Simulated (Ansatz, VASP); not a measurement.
# In5GaP6 in VASP and in Ansatz

Contents of INCAR:

```
SYSTEM = In5GaP6
ALGO = Normal
EDIFF = 1E-6
ENCUT = 520
GGA = PE
ISIF = 2
ISMEAR = 0
LASPH = .TRUE.
LCHARG = .TRUE.
LELF = .TRUE.
LREAL = .FALSE.
LVHAR = .TRUE.
LWAVE = .FALSE.
NBANDS = 66
NELM = 80
PREC = Accurate
SIGMA = 0.1
```

File KPOINTS:

```
k-points
0
G
  6 6 1
  0 0 0
```

POSCAR

```
In5GaP6
1.0
    3.9740944100      0.0000000000      0.0000000000
   -1.9870472100      3.4416667200      0.0000000000
    0.0000000000      0.0000000000     19.4690069900
In Ga P
5 1 6
Direct
    0.6666666700      0.3333333300      0.6666666700
    0.3333333300      0.6666666700      0.3333333300
    0.6666666700      0.3333333300      0.1666666700
    0.0000000000      0.0000000000      0.0000000000
    0.3333333300      0.6666666700      0.8333333300
    0.0000000000      0.0000000000      0.5000000000
    0.3333333300      0.6666666700      0.5833333300
    0.6666666700      0.3333333300      0.4166666700
    0.0000000000      0.0000000000      0.2500000000
    0.3333333300      0.6666666700      0.0833333300
    0.6666666700      0.3333333300      0.9166666700
    0.0000000000      0.0000000000      0.7500000000
```

Input for Ansatz:

```yaml
crystal:
  lattice:
    - [3.97409441, 0.0, 0.0]
    - [-1.98704721, 3.44166672, 0.0]
    - [0.0, 0.0, 19.46900699]
  atoms:
    - { symbol: In, position: [0.66666667, 0.33333333, 0.66666667] }
    - { symbol: In, position: [0.33333333, 0.66666667, 0.33333333] }
    - { symbol: In, position: [0.66666667, 0.33333333, 0.16666667] }
    - { symbol: In, position: [0.0, 0.0, 0.0] }
    - { symbol: In, position: [0.33333333, 0.66666667, 0.83333333] }
    - { symbol: Ga, position: [0.0, 0.0, 0.5] }
    - { symbol: P, position: [0.33333333, 0.66666667, 0.58333333] }
    - { symbol: P, position: [0.66666667, 0.33333333, 0.41666667] }
    - { symbol: P, position: [0.0, 0.0, 0.25] }
    - { symbol: P, position: [0.33333333, 0.66666667, 0.08333333] }
    - { symbol: P, position: [0.66666667, 0.33333333, 0.91666667] }
    - { symbol: P, position: [0.0, 0.0, 0.75] }
basis:
  ecutwfc: 420
kpoints:
  mp_grid: { grid: [6, 6, 1] }
hamiltonian:
  xc: pbe
scf:
  occupations: { method: gaussian, width: 0.1 }
  lower_state_search: "off"
output:
  forces: true
  stress: true
  eigenvalues: true
```

Alike in both runs: task single point; functional PBE; k mesh 6 × 6 × 1; occupations gaussian, width 0.1 eV; no spin polarisation.

|  | VASP | Ansatz |
| --- | --- | --- |
| version | VASP 6.6.1 | Ansatz 0.2.0 |
| potentials or method | VASP PAW PBE potentials, release 64 (In_d, Ga_d, P), cutoff 520 eV | scalar-relativistic, plane waves, PAW |
| valence electrons in the cell | 108 | 108 |

|  | VASP | Ansatz | Ansatz less VASP |
| --- | --- | --- | --- |
| gap on the k mesh at the Fermi level (eV) | none | none | - |
| pressure (GPa) | -4.4 | -4.4 | 0.00 |
| traceless stress, the component that is largest in VASP (GPa) | 0.87 | 0.87 | 0.000 |
| rms of the force components (eV/Å) | 0.120 | 0.120 | +0.0005 |

Atom by atom the forces differ by 0.001 eV/Å (rms over components). A gap of «none» marks a metal or a gap that the smearing closes.
